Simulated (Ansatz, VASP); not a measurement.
One calculation of Nb2Si2O, two programs

```xyz
10
Lattice="3.3855 -0.0082 -0.0010 -1.6981 3.1431 -0.0265 -0.0026 -0.1160 13.4658" Properties=species:S:1:pos:R:3 pbc="T T T"
Nb   -0.0044    2.0229    1.0486
Nb   -0.0058    1.9651    7.7816
Nb    1.6905    1.0543    5.6568
Nb    1.6894    0.9962   12.3898
Si   -0.0020    2.1066    3.9259
Si   -0.0033    2.0486   10.6586
Si    1.6881    0.9703    2.7793
Si    1.6868    0.9123    9.5124
O     3.3851   -0.0082   -0.0017
O     3.3843   -0.0665    6.7324
```

Change from the starting cell: cell x2, atoms moved at random (sigma 0.05 Å) and cell strained at random (1.5 %), then relaxed without symmetry.

Alike in both runs: functional PBE; k mesh 6 × 6 × 2; occupations gaussian, width 0.2 eV; no spin polarisation.

Ansatz relaxed the structure, and its values are those at the end. VASP's run is a single point on that final structure, the one shown.

```csv
,VASP,Ansatz
version,VASP 6.6.1,Ansatz 0.2.0
potentials or method,"VASP PAW PBE potentials, release 64 (Nb_sv, Si, O), cutoff 520 eV","scalar-relativistic, plane waves, PAW"
valence electrons in the cell,80,80
```

```csv
,VASP,Ansatz,Ansatz less VASP
gap on the k mesh at the Fermi level (eV),none,none,-
pressure (GPa),-0.2,0.0,+0.24
rms of the force components (eV/Å),0.006,0.006,-0.0004
```

A gap of «none» marks a metal or a gap that the smearing closes.
